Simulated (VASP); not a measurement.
Set up this calculation in VASP 6.6.1, as the native input.

```
Task                   : relaxation of shape and atoms at fixed volume
Functional             : PBE
Potentials or basis    : VASP PAW PBE potentials, release 64 (Al, W_sv)
Cutoff                 : 500 eV
k mesh                 : 6 × 6 × 8
Occupations            : gaussian, width 0.1 eV
Spin                   : no spin polarisation
Dipole correction      : no
Further INCAR settings : ALGO = Normal; EDIFF = 1e-07; IBRION = 2; EDIFFG = -0.01; NSW = 50; ISIF = 4
```

The structure of Al6W lies in POSCAR:

```
Al6W
1.0
    5.4187401302      0.0000000000      0.0000000000
    0.0000000000      5.4187401302      0.0000000000
    0.0000000000      0.0000000000      3.5572999298
Al W
6 1
Direct
    0.7601846292      0.7601846292      0.0000000000
    0.2398153708      0.2398153708      0.0000000000
    0.2398153708      0.7601846292      0.0000000000
    0.7601846292      0.2398153708      0.0000000000
    0.5000000000      0.0000000000      0.5000000000
    0.0000000000      0.5000000000      0.5000000000
    0.5000000000      0.5000000000      0.5000000000
```

One way to write it, as run:

INCAR

```
ALGO = Normal ; EDIFF = 1E-7
EDIFFG = -0.01 ; ENCUT = 500
GGA = PE ; GGA_COMPAT = False
IBRION = 2 ; ISIF = 4
ISMEAR = 0 ; LASPH = True
LCHARG = False ; LREAL = False
LWAVE = False ; NELM = 120
NELMIN = 4 ; NSW = 50
PREC = Accurate ; SIGMA = 0.1
```

KPOINTS

```
k-points
0
Gamma
  6 6 8
```

Potentials or basis: VASP PAW PBE potentials, release 64 (Al, W_sv).

The run is started by

```sh
$ cat potpaw_PBE.64/Al/POTCAR potpaw_PBE.64/W_sv/POTCAR > POTCAR
$ mpirun -np 1 vasp_std > vasp.out
```

Results of the run:

```yaml
Energy_gained_by_relaxing: 0.3 meV/atom
Ionic_steps: 5
Pressure_after_relaxing: 17.8 GPa
Largest_force_after_relaxing: 0.006 eV/Å
Band_gap_on_the_k_mesh: zero (bands 16 and 17 overlap by 2.02 eV)
```

Caveat: spin-orbit coupling is left out, which moves the levels of the heavy elements.

Wall time 6.2 min on 1 thread of Intel Xeon 8259CL, on a shared host, peak memory 0.26 GiB.
